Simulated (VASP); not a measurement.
Input of a VASP 6.6.1 run:

File INCAR:

```
ALGO     = Normal         # electronic algorithm
EDIFF    = 1E-6           # SCF threshold, eV
ENCUT    = 520            # plane-wave cutoff, eV
GGA      = CA             # functional
ISIF     = 2              # what is computed and relaxed
ISMEAR   = 0              # smearing method
LASPH    = T              # aspherical terms in the spheres
LCHARG   = F              # write CHGCAR
LREAL    = F              # projectors in reciprocal space
LWAVE    = F              # write WAVECAR
NBANDS   = 44             # bands
NELM     = 80             # most SCF steps
PREC     = Accurate       # precision mode
SIGMA    = 0.02           # smearing width, eV
```

The input KPOINTS:

```
k-points
0
Gamma
  6 6 6
```

File POSCAR:

```
SiO2
1.0
   -4.4424334191      4.4424334191      2.6035972938
    4.4424334191     -4.4424334191      2.6035972938
    4.4424334191      4.4424334191     -2.6035972938
Si O
4 8
Direct
    0.1770158661      0.1770158661      0.3540317323
    0.8229841339      0.1770158661      0.0000000000
    0.1770158661      0.8229841339      0.0000000000
    0.8229841339      0.8229841339      0.6459682677
    0.5000000000      0.5000000000      0.5000000000
    0.0000000000      0.5000000000      0.0000000000
    0.5000000000      0.0000000000      0.0000000000
    0.0000000000      0.0000000000      0.5000000000
    0.0000000000      0.2094892871      0.2094892871
    0.7905107129      0.0000000000      0.7905107129
    0.2094892871      0.0000000000      0.2094892871
    0.0000000000      0.7905107129      0.7905107129
```

Potentials or basis: VASP PAW LDA potentials, release 64 (Si, O).

Launch:

```sh
$ cat potpaw_LDA.64/Si/POTCAR potpaw_LDA.64/O/POTCAR > POTCAR
$ mpirun -np 1 vasp_std > vasp.out
```

Task: What does it give for the pressure?

Result: 1.4 GPa.

Task: Estimate the band gap on the k mesh.

Result: 5.35 eV.

Task: Predict the largest force.

Result: 0.035 eV/Å.

Forces in eV/Å, atoms in the order of the input:
```
Si   0.025  0.025  0.000
Si   0.025 -0.025  0.000
Si  -0.025  0.025  0.000
Si  -0.025 -0.025  0.000
O    0.000  0.000  0.000
O    0.000  0.000  0.000
O    0.000  0.000  0.000
O    0.000  0.000  0.000
O    0.005  0.000  0.000
O    0.000 -0.005  0.000
O    0.000  0.005  0.000
O   -0.005  0.000  0.000
```

A k mesh can miss the band edges.
